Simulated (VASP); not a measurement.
# MgO (Fm-3m) in VASP: further runs, part 2 of 2

VASP 6.6.1. Earlier steps stand in the parts before.

### Step 5. Single point, LDA

This run uses another cell than the first one, of 8.80 Å³/atom, 1.054 times its volume.

INCAR reads:

```
SYSTEM = MgO
PREC = Accurate ; ENCUT = 520
EDIFF = 1E-6 ; ISMEAR = 0
SIGMA = 0.01 ; LREAL = .FALSE.
LASPH = .TRUE. ; NELM = 100
ALGO = Normal ; ISIF = 2
LWAVE = .FALSE. ; LCHARG = .FALSE.
NBANDS = 11
```

KPOINTS reads:

```
Automatic mesh
0
G
  10 10 10
  0 0 0
```

POSCAR reads:

```
MgO
1.0
    0.0000000000      2.0642571777      2.0642571777
    2.0642571777      0.0000000000      2.0642571777
    2.0642571777      2.0642571777      0.0000000000
Mg O
1 1
Direct
    0.0000000000      0.0000000000      0.0000000000
    0.5000000000      0.5000000000      0.5000000000
```

Potentials or basis: VASP PAW LDA potentials, release 64 (Mg, O).

Started as:

```bash
$ cat potpaw_LDA.64/Mg/POTCAR potpaw_LDA.64/O/POTCAR > POTCAR
$ mpirun -np 1 vasp_std > vasp.out
```

OUTCAR:

```text
SYSTEM = MgO
   PREC = Accurate
   ENCUT = 520
   EDIFF = 1E-6
   ISMEAR = 0
   LREAL = .FALSE.
   LASPH = .TRUE.
   NELM = 100
   ISIF = 2

 ion  position               nearest neighbor table
   1  0.000  0.000  0.000-   2 2.06   2 2.06   2 2.06   2 2.06   2 2.06   2 2.06
   2  0.500  0.500  0.500-   1 2.06   1 2.06   1 2.06   1 2.06   1 2.06   1 2.06

  LATTYP: Found a face centered cubic cell.
 ALAT       =     4.1285143554

  Lattice vectors:

 A1 = (   0.0000000000,   2.0642571777,   2.0642571777)
 A2 = (   2.0642571777,   0.0000000000,   2.0642571777)
 A3 = (   2.0642571777,   2.0642571777,   0.0000000000)

Analysis of symmetry for initial positions (statically):
=====================================================================
 Subroutine PRICEL returns:
 Original cell was already a primitive cell.

 Routine SETGRP: Setting up the symmetry group for a
 face centered cubic supercell.

 Subroutine GETGRP returns: Found 48 space group operations
 (whereof 48 operations were pure point group operations)
 out of a pool of 48 trial point group operations.

The static configuration has the point symmetry O_h .

Analysis of symmetry for dynamics (positions and initial velocities):
=====================================================================
 Subroutine PRICEL returns:
 Original cell was already a primitive cell.

 Routine SETGRP: Setting up the symmetry group for a
 face centered cubic supercell.

 Subroutine GETGRP returns: Found 48 space group operations
 (whereof 48 operations were pure point group operations)
 out of a pool of 48 trial point group operations.

The dynamic configuration has the point symmetry O_h .

 Subroutine INISYM returns: Found 48 space group operations
 (whereof 48 operations are pure point group operations),
 and found     1 'primitive' translations

----------------------------------------------------------------------------------------

                                     Primitive cell

  volume of cell :      17.5923

  direct lattice vectors                    reciprocal lattice vectors
     0.000000000  2.064257178  2.064257178    -0.242217881  0.242217881  0.242217881
     2.064257178  0.000000000  2.064257178     0.242217881 -0.242217881  0.242217881
     2.064257178  2.064257178  0.000000000     0.242217881  0.242217881 -0.242217881

  length of vectors
     2.919300497  2.919300497  2.919300497     0.419533677  0.419533677  0.419533677

  position of ions in fractional coordinates (direct lattice)
     0.000000000  0.000000000  0.000000000
     0.500000000  0.500000000  0.500000000

  ion indices of the primitive-cell ions
   primitive index   ion index
                 1           1
                 2           2

----------------------------------------------------------------------------------------

 KPOINTS: Automatic mesh

Automatic generation of k-mesh.
 Grid dimensions read from file:
 generate k-points for:   10   10   10

 Generating k-lattice:

  Cartesian coordinates                     Fractional coordinates (reciprocal lattice)
    -0.024221788  0.024221788  0.024221788     0.100000000  0.000000000  0.000000000
     0.024221788 -0.024221788  0.024221788     0.000000000  0.100000000  0.000000000
     0.024221788  0.024221788 -0.024221788     0.000000000  0.000000000  0.100000000

  Length of vectors
     0.041953368  0.041953368  0.041953368

  Shift w.r.t. Gamma in fractional coordinates (k-lattice)
[... 36 lines left out ...]
   total plane-waves  NPLWV =  13824
   dimension x,y,z NGX =    24 NGY =   24 NGZ =   24
   dimension x,y,z NGXF=    48 NGYF=   48 NGZF=   48
   ions per type =               1   1
   NGX,Y,Z   is equivalent  to a cutoff of  13.67, 13.67, 13.67 a.u.
   NGXF,Y,Z  is equivalent  to a cutoff of  27.33, 27.33, 27.33 a.u.
 SYSTEM =  MgO
   PREC   = accura    normal or accurate (medium, high low for compatibility)
   ISTART =      0    job   : 0-new  1-cont  2-samecut
   ICHARG =      2    charge: 1-file 2-atom 10-const
   ISPIN  =      1    spin polarized calculation?
   LNONCOLLINEAR =      F non collinear calculations
   LSORBIT =      F    spin-orbit coupling
   LASPH  =      T    aspherical Exc in radial PAW
   ENCUT  =  520.0 eV  38.22 Ry    6.18 a.u.   5.43  5.43  5.43*2*pi/ulx,y,z
   NELM   =    100;   NELMIN=  2; NELMDL= -5     # of ELM steps
   EDIFF  = 0.1E-05   stopping-criterion for ELM
   LREAL  =      F    real-space projection
   EDIFFG = 0.1E-04   stopping-criterion for IOM
   NSW    =      0    number of steps for IOM
   IBRION =     -1    ionic relax: 0-MD 1-quasi-New 2-CG
   NFREE  =      0    steps in history (QN), initial steepest desc. (CG)
   ISIF   =      2    stress and relaxation
   ISYM   =      2    0-nonsym 1-usesym 2-fastsym
   POTIM  = 0.5000    time-step for ionic-motion
   TEBEG  =    0.0;   TEEND  =   0.0 temperature during run
   PSTRESS=    0.0 pullay stress
   NELECT =       8.0000    total number of electrons
   NUPDOWN=      -1.0000    fix difference up-down
   EMIN   =  10.00;   EMAX   =-10.00  energy-range for DOS
   EFERMI =   0.00;   METHOD = LEGACY
   ISMEAR =     0;   SIGMA  =   0.01  broadening in eV -4-tet -1-fermi 0-gaus
   EFERMI_NEDOS =   21; number of points for ismear=-14 and -15
   IALGO  =     38    algorithm
   IMIX   =      4    mixing-type and parameters
     AMIX     =   0.40;   BMIX     =  1.00
     AMIX_MAG =   1.60;   BMIX_MAG =  1.00
  volume/ion in A,a.u.               =       8.80        59.36
  Fermi-wavevector in a.u.,A,eV,Ry     =   1.258919  2.379011 21.563552  1.584876
  Thomas-Fermi vector in A             =   2.392504
   LORBIT       =      0    0 simple, 1 ext, 2 COOP (PROOUT), +10 PAW based schemes
   GGA     = CA    functional components
   LHFCALC =     F    Hartree Fock is set to
   AEXX    =    0.0000 exact exchange contribution
   IVDW    =     0    specifies the selected vdW correction
   LEPSILON=     F    determine dielectric tensor
   LRPA    =     F    only Hartree local field effects (RPA)
 non-spin polarized calculation
 Gauss-broadening in eV      SIGMA  =   0.01
  energy-cutoff  :      520.00
  volume of cell :       17.59
 maximum number of plane-waves:       495
 NGX is ok and might be reduce to    24
   NGX = 11   NGY = 11   NGZ = 11

 number of electron       7.9999997 magnetization

 Free energy of the ion-electron system (eV)
  ---------------------------------------------------
  ext. energy  EPLUGINS =         0.00000000
  ---------------------------------------------------
  free energy    TOTEN  =       -13.44356586 eV

  energy without entropy =      -13.44356586  energy(sigma->0) =      -13.44356586

 E-fermi :   3.5100     XC(G=0): -11.8850

 val. band max:        3.3523684218   @ k =   0.0000   0.0000   0.0000
 cond. band min:       8.6180539557   @ k =   0.0000   0.0000   0.0000
 fundamental gap:      5.2656855339
 Fermi energy:         3.5099768058

 k-point     1 :       0.0000    0.0000    0.0000
  band No.  band energies     occupation
      1     -13.9757      2.00000
      2       3.3524      2.00000
      3       3.3524      2.00000
      4       3.3524      2.00000
      5       8.6181      0.00000
      6      19.2030      0.00000
      7      19.2030      0.00000
      8      19.2030      0.00000
      9      23.3878      0.00000
     10      25.1083      0.00000
     11      25.1083      0.00000
[... 309 lines left out ...]
 k-point    24 :       0.4000    0.3000    0.0000
  band No.  band energies     occupation
      1     -12.5303      2.00000
      2      -0.4786      2.00000
      3       1.9320      2.00000
      4       2.1727      2.00000
      5      13.1891      0.00000
      6      13.6471      0.00000
      7      17.3204      0.00000
      8      22.0061      0.00000
      9      22.2280      0.00000
     10      28.6628      0.00000
     11      31.2697      0.00000

 [... further k-points ...]

------------------------ aborting loop because EDIFF is reached ----------------------------------------

  FORCE on cell =-STRESS in cart. coord.  units (eV):
  Direction    XX          YY          ZZ          XY          YZ          ZX
  --------------------------------------------------------------------------------------
  -------------------------------------------------------------------------------------
  Total        0.2539601      0.2539601      0.2539601      0.0000000      0.0000000      0.0000000
  in kB       23.1288813     23.1288813     23.1288813      0.0000000      0.0000000      0.0000000
  external PRESSURE =      23.1288813 kB  Pullay stress =       0.0000000 kB

 VOLUME and BASIS-vectors are now :
 -----------------------------------------------------------------------------
  energy-cutoff  :      520.00
  volume of cell :       17.59
      direct lattice vectors                 reciprocal lattice vectors
     0.000000000  2.064257178  2.064257178    -0.242217881  0.242217881  0.242217881
     2.064257178  0.000000000  2.064257178     0.242217881 -0.242217881  0.242217881
     2.064257178  2.064257178  0.000000000     0.242217881  0.242217881 -0.242217881

 POSITION                                       TOTAL-FORCE (eV/Angst)
 -----------------------------------------------------------------------------------
      0.00000      0.00000      0.00000         0.000000      0.000000      0.000000
      2.06426      2.06426      2.06426        -0.000000     -0.000000      0.000000
 -----------------------------------------------------------------------------------
    total drift:                               -0.000000     -0.000000      0.000000

  FREE ENERGIE OF THE ION-ELECTRON SYSTEM (eV)
  ---------------------------------------------------
  free  energy   TOTEN  =       -13.4435658618 eV

  energy  without entropy=      -13.4435658618  energy(sigma->0) =      -13.44356586
```

stdout:

```text
POSCAR found type information on POSCAR MgO
 POSCAR found :  2 types and       2 ions
 scaLAPACK will be used
 LDA part: xc-table for (Slater(with rela. corr.)+CA(PZ))
 , standard interpolation
 POSCAR, INCAR and KPOINTS ok, starting setup
 FFT: planning ... GRIDC
 FFT: planning ... GRID_SOFT
 FFT: planning ... GRID
 WAVECAR not read
 entering main loop
```

It took 5 s on 1 thread of AMD EPYC 9R45 (Zen 5), shared host; peak memory 0.1 GiB.

What came out:

| Quantity | Value |
| --- | --- |
| Free energy | -13.4436 eV |
| Pressure | 2.3 GPa |
| Band gap on the k mesh | 5.27 eV, direct |

A hybrid or GW would open this gap; LDA tends to underestimate it.

### Step 6. Overview

```csv
cell,gap on the mesh (eV),pressure (GPa)
"a = 2.869 Å, angles 60.0°, 2 atoms",5.83,13.3
"a = 2.936 Å, angles 60.0°, 2 atoms",5.09,-0.7
"a = 2.930 Å, angles 60.0°, 2 atoms",5.15,0.3
"a = 2.919 Å, angles 60.0°, 2 atoms",5.27,2.3
```

Alike in all rows: task single point; level LDA; potentials or basis VASP PAW LDA potentials, release 64 (Mg, O); no spin polarisation; k mesh 10 × 10 × 10; cutoff (eV) 520; smearing gaussian 0.01 eV.

Absolute energies hang on the potentials; compare differences alone.
